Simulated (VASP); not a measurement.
# Zn (P1) in VASP: notebook

The runs below take Zn through single point, with LDA.

Everything below comes from runs of VASP 6.6.1. Logs are shortened: lines on timing, memory, paths and dates and some standing lists are left out, and cuts for length are marked.

**1. The cell of the first run**

The typed cell holds 3 atoms: a = 2.619 Å, b = 2.619 Å, c = 7.472 Å, α = 100.63°, β = 100.63°, γ = 59.96°.

**2. Single point, LDA**

INCAR

```
SYSTEM = Zn
ALGO = Fast
EDIFF = 1E-6
ENCUT = 520
ISIF = 2
ISMEAR = 1
LASPH = .TRUE.
LCHARG = .TRUE.
LELF = .TRUE.
LREAL = .FALSE.
LVHAR = .TRUE.
LWAVE = .FALSE.
NBANDS = 25
NELM = 80
PREC = Accurate
SIGMA = 0.025
```

KPOINTS

```
k-points
0
G
  8 8 3
  0 0 0
```

POSCAR

```
Zn
1.0
    2.2681701736     -1.3084870100      0.0000000000
    2.2681701736      1.3084870100      0.0000000000
   -1.5917165425      0.0000000000      7.3004081919
Zn
3
Direct
    0.7957720000      0.7623420000      0.3380220000
    0.2277230000      0.2232540000      0.6708490000
   -0.0010090000      0.0084540000     -0.0005550000
```

Potentials or basis: VASP PAW LDA potentials, release 64 (Zn).

Run with:

```
$ cat potpaw_LDA.64/Zn/POTCAR > POTCAR
$ mpirun -np 1 vasp_std > vasp.out
```

OUTCAR:

```text
SYSTEM = Zn
   EDIFF = 1E-6
   ENCUT = 520
   ISIF = 2
   ISMEAR = 1
   LASPH = .TRUE.
   LREAL = .FALSE.
   NELM = 80
   PREC = Accurate

 ion  position               nearest neighbor table
   1  0.796  0.762  0.338-   2 2.85   2 2.85   3 2.86   2 2.88   3 2.91   3 2.92
   2  0.228  0.223  0.671-   3 2.82   3 2.84   3 2.84   1 2.85   1 2.85   1 2.88
   3  0.999  0.008  0.999-   2 2.82   2 2.84   2 2.84   1 2.86   1 2.91   1 2.92

  LATTYP: Found a base centered monoclinic cell.
 ALAT       =     4.5363403472
 B/A-ratio  =     0.5768910222
 C/A-ratio  =     1.6471240986
 COS(beta)  =    -0.2130265715

  Lattice vectors:

 A1 = (   2.2681701736,  -1.3084870100,   0.0000000000)
 A2 = (   2.2681701736,   1.3084870100,   0.0000000000)
 A3 = (  -1.5917165425,   0.0000000000,   7.3004081919)

Analysis of symmetry for initial positions (statically):
=====================================================================
 Subroutine PRICEL returns:
 Original cell was already a primitive cell.

 Routine SETGRP: Setting up the symmetry group for a
 base centered monoclinic supercell.

 Subroutine GETGRP returns: Found  1 space group operations
 (whereof  1 operations were pure point group operations)
 out of a pool of  4 trial point group operations.

The static configuration has the point symmetry C_1 .

Analysis of symmetry for dynamics (positions and initial velocities):
=====================================================================
 Subroutine PRICEL returns:
 Original cell was already a primitive cell.

 Routine SETGRP: Setting up the symmetry group for a
 base centered monoclinic supercell.

 Subroutine GETGRP returns: Found  1 space group operations
 (whereof  1 operations were pure point group operations)
 out of a pool of  4 trial point group operations.

The dynamic configuration has the point symmetry C_1 .

 Subroutine INISYM returns: Found  1 space group operations
 (whereof  1 operations are pure point group operations),
 and found     1 'primitive' translations

----------------------------------------------------------------------------------------

                                     Primitive cell

  volume of cell :      43.3333

  direct lattice vectors                    reciprocal lattice vectors
     2.268170174 -1.308487010  0.000000000     0.220442013 -0.382120721  0.048063230
     2.268170174  1.308487010  0.000000000     0.220442013  0.382120721  0.048063230
    -1.591716542  0.000000000  7.300408192     0.000000000  0.000000000  0.136978642

  length of vectors
     2.618536651  2.618536651  7.471915505     0.443757818  0.443757818  0.136978642

  position of ions in fractional coordinates (direct lattice)
     0.795772000  0.762342000  0.338022000
     0.227723000  0.223254000  0.670849000
     0.998991000  0.008454000  0.999445000

  ion indices of the primitive-cell ions
   primitive index   ion index
                 1           1
                 2           2
                 3           3

----------------------------------------------------------------------------------------

 KPOINTS: k-points

Automatic generation of k-mesh.
 Grid dimensions read from file:
 generate k-points for:    8    8    3

 Generating k-lattice:

  Cartesian coordinates                     Fractional coordinates (reciprocal lattice)
     0.027555252 -0.047765090  0.006007904     0.125000000 -0.000000000  0.000000000
     0.027555252  0.047765090  0.006007904    -0.000000000  0.125000000  0.000000000
     0.000000000  0.000000000  0.045659547     0.000000000  0.000000000  0.333333333

  Length of vectors
     0.055469727  0.055469727  0.045659547

  Shift w.r.t. Gamma in fractional coordinates (k-lattice)
     0.000000000  0.000000000  0.000000000

 Subroutine IBZKPT returns following result:
 ===========================================

 Found     98 irreducible k-points:

 Following reciprocal coordinates:
            Coordinates               Weight
  0.000000  0.000000  0.000000      1.000000
  0.125000  0.000000  0.000000      2.000000
  0.000000 -0.125000  0.000000      2.000000
  0.250000  0.000000  0.000000      2.000000
  0.000000 -0.250000  0.000000      2.000000
  0.375000  0.000000  0.000000      2.000000
[... 16 lines left out ...]
  0.375000  0.250000  0.000000      2.000000
 -0.250000 -0.375000  0.000000      2.000000
 [... further k-points ...]
   k-points           NKPTS =     98   k-points in BZ     NKDIM =     98   number of bands    NBANDS=     25
   number of dos      NEDOS =    301   number of ions     NIONS =      3
   total plane-waves  NPLWV =  22400
   dimension x,y,z NGX =    20 NGY =   20 NGZ =   56
   dimension x,y,z NGXF=    40 NGYF=   40 NGZF=  112
   ions per type =               3
   NGX,Y,Z   is equivalent  to a cutoff of  12.70, 12.70, 12.46 a.u.
   NGXF,Y,Z  is equivalent  to a cutoff of  25.40, 25.40, 24.92 a.u.
 SYSTEM =  Zn
   PREC   = accura    normal or accurate (medium, high low for compatibility)
   ISTART =      0    job   : 0-new  1-cont  2-samecut
   ICHARG =      2    charge: 1-file 2-atom 10-const
   ISPIN  =      1    spin polarized calculation?
   LNONCOLLINEAR =      F non collinear calculations
   LSORBIT =      F    spin-orbit coupling
   LASPH  =      T    aspherical Exc in radial PAW
   ENCUT  =  520.0 eV  38.22 Ry    6.18 a.u.   4.87  4.87 13.89*2*pi/ulx,y,z
   NELM   =     80;   NELMIN=  2; NELMDL= -5     # of ELM steps
   EDIFF  = 0.1E-05   stopping-criterion for ELM
   LREAL  =      F    real-space projection
   EDIFFG = 0.1E-04   stopping-criterion for IOM
   NSW    =      0    number of steps for IOM
   IBRION =     -1    ionic relax: 0-MD 1-quasi-New 2-CG
   NFREE  =      0    steps in history (QN), initial steepest desc. (CG)
   ISIF   =      2    stress and relaxation
   ISYM   =      2    0-nonsym 1-usesym 2-fastsym
   POTIM  = 0.5000    time-step for ionic-motion
   TEBEG  =    0.0;   TEEND  =   0.0 temperature during run
   PSTRESS=    0.0 pullay stress
   NELECT =      36.0000    total number of electrons
   NUPDOWN=      -1.0000    fix difference up-down
   EMIN   =  10.00;   EMAX   =-10.00  energy-range for DOS
   EFERMI =   0.00;   METHOD = LEGACY
   ISMEAR =     1;   SIGMA  =   0.03  broadening in eV -4-tet -1-fermi 0-gaus
   EFERMI_NEDOS =   21; number of points for ismear=-14 and -15
   IALGO  =     68    algorithm
   IMIX   =      4    mixing-type and parameters
     AMIX     =   0.40;   BMIX     =  1.00
     AMIX_MAG =   1.60;   BMIX_MAG =  1.00
  volume/ion in A,a.u.               =      14.44        97.48
  Fermi-wavevector in a.u.,A,eV,Ry     =   1.538987  2.908264 32.225138  2.368481
  Thomas-Fermi vector in A             =   2.645278
   LORBIT       =      0    0 simple, 1 ext, 2 COOP (PROOUT), +10 PAW based schemes
   GGA     = CA    functional components
   LHFCALC =     F    Hartree Fock is set to
   AEXX    =    0.0000 exact exchange contribution
   IVDW    =     0    specifies the selected vdW correction
   LEPSILON=     F    determine dielectric tensor
   LRPA    =     F    only Hartree local field effects (RPA)
 non-spin polarized calculation
 RMM-DIIS sequential band-by-band and
 Methfessel and Paxton  Order N= 1 SIGMA  =   0.03
  energy-cutoff  :      520.00
  volume of cell :       43.33
 maximum number of plane-waves:      1184
   NGX =  9   NGY =  9   NGZ = 27

 number of electron      35.9999985 magnetization

 Free energy of the ion-electron system (eV)
  ---------------------------------------------------
  ext. energy  EPLUGINS =         0.00000000
  ---------------------------------------------------
  free energy    TOTEN  =        -5.53188615 eV

  energy without entropy =       -5.53178665  energy(sigma->0) =       -5.53185298

 E-fermi :   3.0513     XC(G=0): -12.1617

 val. band max:        3.0501174659   @ k =   0.0000  -0.3750  -0.3333
 cond. band min:       3.0527024207   @ k =   0.3750   0.0000   0.3333
 fundamental gap:      0.0025849548
 Fermi energy:         3.0512538285

 k-point     1 :       0.0000    0.0000    0.0000
  band No.  band energies     occupation
      1      -7.5645      2.00000
      2      -5.8182      2.00000
      3      -5.7974      2.00000
      4      -4.8946      2.00000
      5      -4.6517      2.00000
      6      -4.6488      2.00000
[... 17 lines left out ...]
     24      21.8078      0.00000
     25      22.0121      0.00000

 k-point     2 :       0.1250    0.0000    0.0000
  band No.  band energies     occupation
      1      -7.0843      2.00000
      2      -5.5623      2.00000
      3      -5.5030      2.00000
      4      -4.8437      2.00000
      5      -4.7138      2.00000
      6      -4.6722      2.00000
[... 17 lines left out ...]
     24      19.0452      0.00000
     25      19.8855      0.00000

 k-point     3 :       0.0000   -0.1250    0.0000
  band No.  band energies     occupation
      1      -7.0840      2.00000
      2      -5.5613      2.00000
      3      -5.5021      2.00000
      4      -4.8452      2.00000
      5      -4.7121      2.00000
      6      -4.6764      2.00000
[... 17 lines left out ...]
     24      19.0501      0.00000
     25      19.8220      0.00000

 k-point     4 :       0.2500    0.0000    0.0000
  band No.  band energies     occupation
      1      -5.8616      2.00000
      2      -5.2366      2.00000
      3      -5.1683      2.00000
      4      -4.9415      2.00000
      5      -4.8340      2.00000
      6      -4.7527      2.00000
[... 17 lines left out ...]
     24      16.5449      0.00000
     25      17.1801      0.00000

 k-point     5 :       0.0000   -0.2500    0.0000
  band No.  band energies     occupation
      1      -5.8572      2.00000
      2      -5.2357      2.00000
      3      -5.1650      2.00000
      4      -4.9456      2.00000
      5      -4.8355      2.00000
      6      -4.7577      2.00000
[... 17 lines left out ...]
     24      16.5450      0.00000
     25      17.1117      0.00000

 k-point     6 :       0.3750    0.0000    0.0000
  band No.  band energies     occupation
      1      -5.4091      2.00000
      2      -5.3606      2.00000
      3      -5.3005      2.00000
      4      -5.1053      2.00000
      5      -5.0309      2.00000
      6      -4.7264      2.00000
[... 17 lines left out ...]
     24      14.1496      0.00000
     25      14.9668      0.00000
[... 393 lines left out ...]
 k-point    21 :      -0.1250    0.1250    0.0000
  band No.  band energies     occupation
      1      -6.2028      2.00000
      2      -5.1413      2.00000
      3      -5.1320      2.00000
      4      -4.8623      2.00000
      5      -4.8512      2.00000
      6      -4.7935      2.00000
[... 17 lines left out ...]
     24      14.6768      0.00000
     25      18.3641      0.00000

 k-point    22 :       0.2500    0.2500    0.0000
  band No.  band energies     occupation
      1      -5.8140      2.00000
      2      -5.2370      2.00000
      3      -5.2111      2.00000
      4      -4.8912      2.00000
      5      -4.8740      2.00000
      6      -4.7859      2.00000
[... 17 lines left out ...]
     24      16.1123      0.00000
     25      16.8083      0.00000

 k-point    23 :       0.3750    0.2500    0.0000
  band No.  band energies     occupation
      1      -5.2165      2.00000
      2      -5.1515      2.00000
      3      -5.1053      2.00000
      4      -4.9873      2.00000
      5      -4.9183      2.00000
      6      -4.7831      2.00000
[... 17 lines left out ...]
     24      13.6483      0.00000
     25      13.7800      0.00000

 k-point    24 :      -0.2500   -0.3750    0.0000
  band No.  band energies     occupation
      1      -5.2173      2.00000
      2      -5.1497      2.00000
      3      -5.1043      2.00000
      4      -4.9872      2.00000
      5      -4.9255      2.00000
      6      -4.7880      2.00000
[... 17 lines left out ...]
     24      13.6478      0.00000
     25      13.7772      0.00000

 [... further k-points ...]
[... 5 lines left out ...]
  --------------------------------------------------------------------------------------
  -------------------------------------------------------------------------------------
  Total       -0.9274380     -1.6647670     -1.3675378      0.0295277     -0.0192255     -0.2859633
  in kB      -34.2904563    -61.5519531    -50.5624074      1.0917373     -0.7108298    -10.5730125
  external PRESSURE =     -48.8016056 kB  Pullay stress =       0.0000000 kB

 VOLUME and BASIS-vectors are now :
 -----------------------------------------------------------------------------
  energy-cutoff  :      520.00
  volume of cell :       43.33
      direct lattice vectors                 reciprocal lattice vectors
     2.268170174 -1.308487010  0.000000000     0.220442013 -0.382120721  0.048063230
     2.268170174  1.308487010  0.000000000     0.220442013  0.382120721  0.048063230
    -1.591716542  0.000000000  7.300408192     0.000000000  0.000000000  0.136978642

 POSITION                                       TOTAL-FORCE (eV/Angst)
 -----------------------------------------------------------------------------------
      2.99603     -0.04374      2.46770         0.006222      0.027685      0.011618
     -0.04491     -0.00585      4.89747         0.001064     -0.002280     -0.058561
      0.69422     -1.29610      7.29636        -0.007287     -0.025404      0.046943
 -----------------------------------------------------------------------------------
    total drift:                               -0.000893      0.000612     -0.000456

  FREE ENERGIE OF THE ION-ELECTRON SYSTEM (eV)
  ---------------------------------------------------
  free  energy   TOTEN  =        -5.5318861487 eV

  energy  without entropy=       -5.5317866499  energy(sigma->0) =       -5.53185298
```

It took 42 s on 1 thread of Intel Xeon Platinum 8559C (Emerald Rapids), shared host; peak memory 0.18 GiB.

What came out:

```yaml
Free_energy: -5.5319 eV
Pressure: -4.9 GPa
Largest_force: 0.059 eV/Å
Band_gap_on_the_k_mesh: zero (bands 18 and 19 overlap by 3.21 eV)
```

Forces on the atoms (eV/Å):
```
Zn   0.006  0.028  0.012
Zn   0.001 -0.002 -0.059
Zn  -0.007 -0.025  0.047
```

Levels at points of the mesh, in eV from the Fermi level:
```
           k point  band 16  band 17  band 18  band 19  band 20  band 21
(0.00, 0.00, 0.00)    -7.08    -6.86    -6.78     1.80     1.95    14.17
(0.50, 0.00, 0.00)    -2.74    -2.01    -1.48     0.71     1.33     2.25
(0.00, 0.50, 0.00)    -2.71    -2.07    -1.52     0.78     1.38     2.24
(0.50, 0.50, 0.00)    -2.40    -2.24    -1.73    -0.11     2.29     3.83
```

Caveat: the cell stands under tension.

**3. Single point, LDA**

INCAR

```
PREC     = Accurate       # precision mode
ENCUT    = 520            # plane-wave cutoff, eV
EDIFF    = 1E-7           # SCF threshold, eV
ISMEAR   = 1              # smearing method
SIGMA    = 0.01           # smearing width, eV
LREAL    = F              # projectors in reciprocal space
LASPH    = T              # aspherical terms in the spheres
NELM     = 100            # most SCF steps
ALGO     = Fast           # electronic algorithm
ISIF     = 2              # what is computed and relaxed
LWAVE    = F              # write WAVECAR
LCHARG   = F              # write CHGCAR
GGA      = CA             # functional
NBANDS   = 25             # bands
```

KPOINTS

```
Automatic mesh
0
Gamma
  8 8 3
```

POSCAR is that of step 2.

Potentials or basis: VASP PAW LDA potentials, release 64 (Zn).

Run with:

```
$ cat potpaw_LDA.64/Zn/POTCAR > POTCAR
$ mpirun -np 1 vasp_std > vasp.out
```

Wall time 46 s (1 thread of Intel Xeon Platinum 8559C (Emerald Rapids), shared host); peak memory 0.19 GiB.

It converged, with:

```yaml
Free_energy: -5.5318 eV
Pressure: -4.6 GPa
Largest_force: 0.059 eV/Å
Band_gap_on_the_k_mesh: zero (bands 18 and 19 overlap by 3.21 eV)
```

Forces on the atoms (eV/Å):
```
Zn   0.006  0.028  0.012
Zn   0.001 -0.002 -0.059
Zn  -0.007 -0.025  0.047
```

Stress tensor (GPa, compression positive):
```
-3.24  0.14 -1.06
 0.14 -5.93 -0.04
-1.06 -0.04 -4.67
```

Levels at points of the mesh, in eV from the Fermi level:
```tsv
k point	band 15	band 16	band 17	band 18	band 19	band 20	band 21	band 22
(0.00, 0.00, 0.00)	-7.08	-7.08	-6.86	-6.78	1.80	1.95	14.17	18.02
(0.50, 0.00, 0.00)	-6.82	-2.74	-2.01	-1.48	0.71	1.33	2.25	6.83
(0.00, 0.50, 0.00)	-6.82	-2.71	-2.07	-1.52	0.78	1.38	2.24	6.81
(0.50, 0.50, 0.00)	-6.82	-2.40	-2.24	-1.73	-0.11	2.29	3.82	4.70
```

Caveat: the cell stands under tension.

(Continued in part 2 of 2.)
